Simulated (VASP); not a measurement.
Set up this calculation in VASP 6.6.1, as the native input.

```yaml
Task: single point
Functional: PBE
Potentials_or_basis: VASP PAW PBE potentials, release 64 (As)
Cutoff: 500 eV
k_mesh: 2 × 2 × 1
Occupations: methfessel-paxton, width 0.42 eV
Spin: no spin polarisation
Dipole_correction: no
Further_INCAR_settings: ALGO = Normal; EDIFF = 1e-06; NBANDS = 12; ISYM = 0
```

The structure of As lies in POSCAR:

```
As
1.0
    1.8797494575      1.0852738553      3.4857700000
   -1.8797494575      1.0852738553      3.4857700000
    0.0000000000     -2.1705477106      3.4857700000
As
2
Direct
    0.2275400000      0.2275400000      0.2275400000
    0.7724600000      0.7724600000      0.7724600000
```

These files were run (other wordings do the same):

INCAR

```
  PREC = Accurate
  ENCUT = 500
  EDIFF = 1E-6
  ISMEAR = 1
  SIGMA = 0.42
  LREAL = F
  LASPH = T
  NELM = 120
  ALGO = Normal
  ISIF = 2
  LWAVE = F
  LCHARG = F
  GGA = PE
  NBANDS = 12
  ISYM = 0
  GGA_COMPAT = F
```

KPOINTS

```
regular mesh
0
Gamma
  2 2 1
```

Potentials or basis: VASP PAW PBE potentials, release 64 (As).

The run is started by

```bash
$ cat potpaw_PBE.64/As/POTCAR > POTCAR
$ mpirun -np 1 vasp_std > vasp.out
```

Results of the run:

```
Pressure               : 25.9 GPa
Largest force          : 2.451 eV/Å
Band gap on the k mesh : 0.17 eV, direct
```

Caveat: the k points lie up to 2.02 Å⁻¹ apart; forces of over 1 eV/Å act on the atoms, so gaps and moduli don't describe the material at rest.

It took 12 s on 1 thread of Intel Xeon 8259CL (shared host), peak memory 0.16 GiB.
